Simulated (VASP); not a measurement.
# Hf (Fm-3m) in VASP: single point with PBEsol

Aim: the single point of Hf with PBEsol.

Program: VASP 6.6.1. These are calculated values, not measurements. Logs are shortened: lines on timing, memory, paths and dates and some standing lists are left out, and cuts for length are marked.

### Step 1. The cell of the first run

Symmetry: Fm-3m, No. 225, cubic system. The conventional cell has a = 4.440 Å, b = 4.440 Å, c = 4.440 Å, α = 90.00°, β = 90.00°, γ = 90.00°. Hf (site symmetry m-3m) has 12 Hf at 3.14 Å within 4.1 Å.

### Step 2. Single point, PBEsol

INCAR

```
PREC     = Accurate       # precision mode
ENCUT    = 520            # plane-wave cutoff, eV
EDIFF    = 1E-6           # SCF threshold, eV
ISMEAR   = 1              # smearing method
SIGMA    = 0.1            # smearing width, eV
LREAL    = F              # projectors in reciprocal space
LASPH    = T              # aspherical terms in the spheres
NELM     = 100            # most SCF steps
ALGO     = Normal         # electronic algorithm
ISIF     = 2              # what is computed and relaxed
LWAVE    = F              # write WAVECAR
LCHARG   = F              # write CHGCAR
GGA      = PS             # functional
NBANDS   = 11             # bands
```

KPOINTS

```
Automatic mesh
0
Gamma
  11 11 11
```

POSCAR

```
Hf
1.0
    3.1395540000      0.0000000000      0.0000000000
    1.5697770000      2.7189335206      0.0000000000
    1.5697770000      0.9063111735      2.5634351066
Hf
1
Direct
    0.0000000000      0.0000000000      0.0000000000
```

Potentials or basis: VASP PAW PBE potentials, release 64 (Hf_pv).

The run is started by

```console
cat potpaw_PBE.64/Hf_pv/POTCAR > POTCAR
mpirun -np 1 vasp_std > vasp.out
```

OUTCAR:

```text
PREC = Accurate
   ENCUT = 520
   EDIFF = 1E-6
   ISMEAR = 1
   LREAL = F
   LASPH = T
   NELM = 100
   ISIF = 2
   GGA = PS

 ion  position               nearest neighbor table
   1  0.000  0.000  0.000-

  LATTYP: Found a face centered cubic cell.
 ALAT       =     4.4399998467

  Lattice vectors:

 A1 = (   3.1395540000,   0.0000000000,   0.0000000000)
 A2 = (   1.5697770000,   2.7189335206,   0.0000000000)
 A3 = (   1.5697770000,   0.9063111735,   2.5634351066)

Analysis of symmetry for initial positions (statically):
=====================================================================
 Subroutine PRICEL returns:
 Original cell was already a primitive cell.

 Routine SETGRP: Setting up the symmetry group for a
 face centered cubic supercell.

 Subroutine GETGRP returns: Found 48 space group operations
 (whereof 48 operations were pure point group operations)
 out of a pool of 48 trial point group operations.

The static configuration has the point symmetry O_h .

Analysis of symmetry for dynamics (positions and initial velocities):
=====================================================================
 Subroutine PRICEL returns:
 Original cell was already a primitive cell.

 Routine SETGRP: Setting up the symmetry group for a
 face centered cubic supercell.

 Subroutine GETGRP returns: Found 48 space group operations
 (whereof 48 operations were pure point group operations)
 out of a pool of 48 trial point group operations.

The dynamic configuration has the point symmetry O_h .

 Subroutine INISYM returns: Found 48 space group operations
 (whereof 48 operations are pure point group operations),
 and found     1 'primitive' translations

----------------------------------------------------------------------------------------

                                     Primitive cell

  volume of cell :      21.8821

  direct lattice vectors                    reciprocal lattice vectors
     3.139554000  0.000000000  0.000000000     0.318516579 -0.183895633 -0.130033849
     1.569777000  2.718933521  0.000000000     0.000000000  0.367791265 -0.130033849
     1.569777000  0.906311174  2.563435107     0.000000000  0.000000000  0.390101547

  length of vectors
     3.139554000  3.139554000  3.139554000     0.390101547  0.390101547  0.390101547

  position of ions in fractional coordinates (direct lattice)
     0.000000000  0.000000000  0.000000000

  ion indices of the primitive-cell ions
   primitive index   ion index
                 1           1

----------------------------------------------------------------------------------------

 KPOINTS: Automatic mesh

Automatic generation of k-mesh.
 Grid dimensions read from file:
 generate k-points for:   11   11   11

 Generating k-lattice:

  Cartesian coordinates                     Fractional coordinates (reciprocal lattice)
     0.028956053 -0.016717785 -0.011821259     0.090909091  0.000000000  0.000000000
     0.000000000  0.033435570 -0.011821259     0.000000000  0.090909091 -0.000000000
     0.000000000  0.000000000  0.035463777     0.000000000  0.000000000  0.090909091

  Length of vectors
     0.035463777  0.035463777  0.035463777

  Shift w.r.t. Gamma in fractional coordinates (k-lattice)
     0.000000000  0.000000000  0.000000000

 Subroutine IBZKPT returns following result:
 ===========================================

 Found     56 irreducible k-points:

 Following reciprocal coordinates:
            Coordinates               Weight
  0.000000  0.000000  0.000000      1.000000
  0.090909 -0.000000 -0.000000      8.000000
  0.181818 -0.000000 -0.000000      8.000000
  0.272727  0.000000  0.000000      8.000000
  0.363636 -0.000000 -0.000000      8.000000
  0.454545 -0.000000  0.000000      8.000000
[... 16 lines left out ...]
 -0.272727  0.181818 -0.000000     24.000000
 -0.181818  0.181818  0.000000     12.000000
 [... further k-points ...]
   k-points           NKPTS =     56   k-points in BZ     NKDIM =     56   number of bands    NBANDS=     11
   number of dos      NEDOS =    301   number of ions     NIONS =      1
   total plane-waves  NPLWV =  13824
   dimension x,y,z NGX =    24 NGY =   24 NGZ =   24
   dimension x,y,z NGXF=    48 NGYF=   48 NGZF=   48
   ions per type =               1
   NGX,Y,Z   is equivalent  to a cutoff of  12.71, 12.71, 12.71 a.u.
   NGXF,Y,Z  is equivalent  to a cutoff of  25.42, 25.42, 25.42 a.u.
 SYSTEM =  unknown system
   PREC   = accura    normal or accurate (medium, high low for compatibility)
   ISTART =      0    job   : 0-new  1-cont  2-samecut
   ICHARG =      2    charge: 1-file 2-atom 10-const
   ISPIN  =      1    spin polarized calculation?
   LNONCOLLINEAR =      F non collinear calculations
   LSORBIT =      F    spin-orbit coupling
   LASPH  =      T    aspherical Exc in radial PAW
   ENCUT  =  520.0 eV  38.22 Ry    6.18 a.u.   5.84  5.84  5.84*2*pi/ulx,y,z
   NELM   =    100;   NELMIN=  2; NELMDL= -5     # of ELM steps
   EDIFF  = 0.1E-05   stopping-criterion for ELM
   LREAL  =      F    real-space projection
   EDIFFG = 0.1E-04   stopping-criterion for IOM
   NSW    =      0    number of steps for IOM
   IBRION =     -1    ionic relax: 0-MD 1-quasi-New 2-CG
   NFREE  =      0    steps in history (QN), initial steepest desc. (CG)
   ISIF   =      2    stress and relaxation
   ISYM   =      2    0-nonsym 1-usesym 2-fastsym
   POTIM  = 0.5000    time-step for ionic-motion
   TEBEG  =    0.0;   TEEND  =   0.0 temperature during run
   PSTRESS=    0.0 pullay stress
   NELECT =      10.0000    total number of electrons
   NUPDOWN=      -1.0000    fix difference up-down
   EMIN   =  10.00;   EMAX   =-10.00  energy-range for DOS
   EFERMI =   0.00;   METHOD = LEGACY
   ISMEAR =     1;   SIGMA  =   0.10  broadening in eV -4-tet -1-fermi 0-gaus
   EFERMI_NEDOS =   21; number of points for ismear=-14 and -15
   IALGO  =     38    algorithm
   IMIX   =      4    mixing-type and parameters
     AMIX     =   0.40;   BMIX     =  1.00
     AMIX_MAG =   1.60;   BMIX_MAG =  1.00
  volume/ion in A,a.u.               =      21.88       147.67
  Fermi-wavevector in a.u.,A,eV,Ry     =   1.260991  2.382927 21.634589  1.590097
  Thomas-Fermi vector in A             =   2.394472
   LORBIT       =      0    0 simple, 1 ext, 2 COOP (PROOUT), +10 PAW based schemes
   GGA     = PS    functional components
   LHFCALC =     F    Hartree Fock is set to
   AEXX    =    0.0000 exact exchange contribution
   IVDW    =     0    specifies the selected vdW correction
   LEPSILON=     F    determine dielectric tensor
   LRPA    =     F    only Hartree local field effects (RPA)
 non-spin polarized calculation
 Methfessel and Paxton  Order N= 1 SIGMA  =   0.10
  energy-cutoff  :      520.00
  volume of cell :       21.88
 maximum number of plane-waves:       609
   NGX = 11   NGY = 11   NGZ = 11

 number of electron      10.0000000 magnetization

 Free energy of the ion-electron system (eV)
  ---------------------------------------------------
  ext. energy  EPLUGINS =         0.00000000
  ---------------------------------------------------
  free energy    TOTEN  =       -10.43876556 eV

  energy without entropy =      -10.43953294  energy(sigma->0) =      -10.43902135

 E-fermi :   4.7380     XC(G=0): -11.4924

 val. band max:        4.7167858334   @ k =   0.1818   0.1818   0.0000
 cond. band min:       4.7773651621   @ k =   0.2727   0.0000   0.0000
 fundamental gap:      0.0605793287
 Fermi energy:         4.7380232049

 k-point     1 :       0.0000    0.0000    0.0000
  band No.  band energies     occupation
      1     -25.1336      2.00000
      2     -25.1336      2.00000
      3     -25.1336      2.00000
      4      -2.5570      2.00000
      5       6.1428     -0.00000
      6       6.1428     -0.00000
      7       6.1428     -0.00000
      8       9.0045      0.00000
      9       9.0045      0.00000
     10      16.1865      0.00000
     11      17.8750      0.00000

 k-point     2 :       0.0909   -0.0000   -0.0000
  band No.  band energies     occupation
      1     -25.2084      2.00000
      2     -25.1430      2.00000
      3     -25.1430      2.00000
      4      -2.2619      2.00000
      5       5.8523     -0.00000
      6       6.2803     -0.00000
      7       6.2803     -0.00000
      8       8.8568      0.00000
      9       8.8568      0.00000
     10      16.8272      0.00000
     11      17.8731      0.00000

 k-point     3 :       0.1818   -0.0000   -0.0000
  band No.  band energies     occupation
      1     -25.4045      2.00000
      2     -25.1681      2.00000
      3     -25.1681      2.00000
      4      -1.4481      2.00000
      5       5.2419     -0.00000
      6       6.5209     -0.00000
      7       6.5209     -0.00000
      8       8.7139      0.00000
      9       8.7139      0.00000
     10      17.2072      0.00000
     11      17.8790      0.00000

 k-point     4 :       0.2727    0.0000    0.0000
  band No.  band energies     occupation
      1     -25.6522      2.00000
      2     -25.2008      2.00000
      3     -25.2008      2.00000
      4      -0.3536      2.00000
      5       4.7774      0.38782
      6       6.4471     -0.00000
      7       6.4471     -0.00000
      8       9.1863      0.00000
      9       9.1863      0.00000
     10      15.9164      0.00000
     11      17.8746      0.00000

 k-point     5 :       0.3636   -0.0000   -0.0000
  band No.  band energies     occupation
      1     -25.8715      2.00000
      2     -25.2306      2.00000
      3     -25.2306      2.00000
      4       0.5768      2.00000
      5       4.8406     -0.05516
      6       6.1454     -0.00000
      7       6.1454     -0.00000
      8      10.1912      0.00000
      9      10.1912      0.00000
     10      14.9596      0.00000
     11      17.7266      0.00000
[... 211 lines left out ...]
 k-point    21 :      -0.4545    0.1818    0.0000
  band No.  band energies     occupation
      1     -25.9282      2.00000
      2     -25.4265      2.00000
      3     -25.3015      2.00000
      4       2.0100      2.00000
      5       4.1243      2.00000
      6       5.4078     -0.00000
      7       6.8208      0.00000
      8      11.0297      0.00000
      9      11.9079      0.00000
     10      13.6650      0.00000
     11      17.8853      0.00000

 k-point    22 :      -0.3636    0.1818    0.0000
  band No.  band energies     occupation
      1     -25.8874      2.00000
      2     -25.4449      2.00000
      3     -25.2711      2.00000
      4       1.9280      2.00000
      5       4.3319      2.00000
      6       5.1460     -0.00000
      7       6.7919      0.00000
      8       9.9064      0.00000
      9      12.1362      0.00000
     10      14.6091      0.00000
     11      17.8872      0.00000

 k-point    23 :      -0.2727    0.1818   -0.0000
  band No.  band energies     occupation
      1     -25.7723      2.00000
      2     -25.4176      2.00000
      3     -25.2304      2.00000
      4       1.2529      2.00000
      5       4.3955      2.00001
      6       5.1977     -0.00000
      7       7.0021      0.00000
      8       8.6047      0.00000
      9      11.7364      0.00000
     10      16.1520      0.00000
     11      17.8916      0.00000

 k-point    24 :      -0.1818    0.1818    0.0000
  band No.  band energies     occupation
      1     -25.6290      2.00000
      2     -25.3397      2.00000
      3     -25.1923      2.00000
      4       0.1435      2.00000
      5       4.5202      2.00861
      6       5.8608     -0.00000
      7       7.4251      0.00000
      8       7.5334      0.00000
      9      10.5769      0.00000
     10      17.3770      0.00000
     11      17.9055      0.00000

 [... further k-points ...]

------------------------ aborting loop because EDIFF is reached ----------------------------------------

  FORCE on cell =-STRESS in cart. coord.  units (eV):
  Direction    XX          YY          ZZ          XY          YZ          ZX
  --------------------------------------------------------------------------------------
  -------------------------------------------------------------------------------------
  Total       -0.3240820     -0.3240820     -0.3240820      0.0000000      0.0000000     -0.0000000
  in kB      -23.7288475    -23.7288475    -23.7288475      0.0000000      0.0000000     -0.0000000
  external PRESSURE =     -23.7288475 kB  Pullay stress =       0.0000000 kB

 VOLUME and BASIS-vectors are now :
 -----------------------------------------------------------------------------
  energy-cutoff  :      520.00
  volume of cell :       21.88
      direct lattice vectors                 reciprocal lattice vectors
     3.139554000  0.000000000  0.000000000     0.318516579 -0.183895633 -0.130033849
     1.569777000  2.718933521  0.000000000     0.000000000  0.367791265 -0.130033849
     1.569777000  0.906311174  2.563435107     0.000000000  0.000000000  0.390101547

 POSITION                                       TOTAL-FORCE (eV/Angst)
 -----------------------------------------------------------------------------------
      0.00000      0.00000      0.00000        -0.000000     -0.000000      0.000000
 -----------------------------------------------------------------------------------
    total drift:                               -0.000000      0.000000      0.000000

  FREE ENERGIE OF THE ION-ELECTRON SYSTEM (eV)
  ---------------------------------------------------
  free  energy   TOTEN  =       -10.4387655569 eV

  energy  without entropy=      -10.4395329372  energy(sigma->0) =      -10.43902135
```

Wall time 6.2 s (1 thread of Intel Xeon Platinum 8488C (Sapphire Rapids), shared host); peak memory 0.14 GiB.

Results:

```
Free energy            : -10.4388 eV
Pressure               : -2.4 GPa
Band gap on the k mesh : zero (band 5 reaches 6.14 eV, above the bottom of band 6 at 4.40 eV)
```

Caveat: the PAW data sets were made with another functional, which shifts forces and pressure a little; spin-orbit coupling is left out, which moves the levels of the heavy elements.
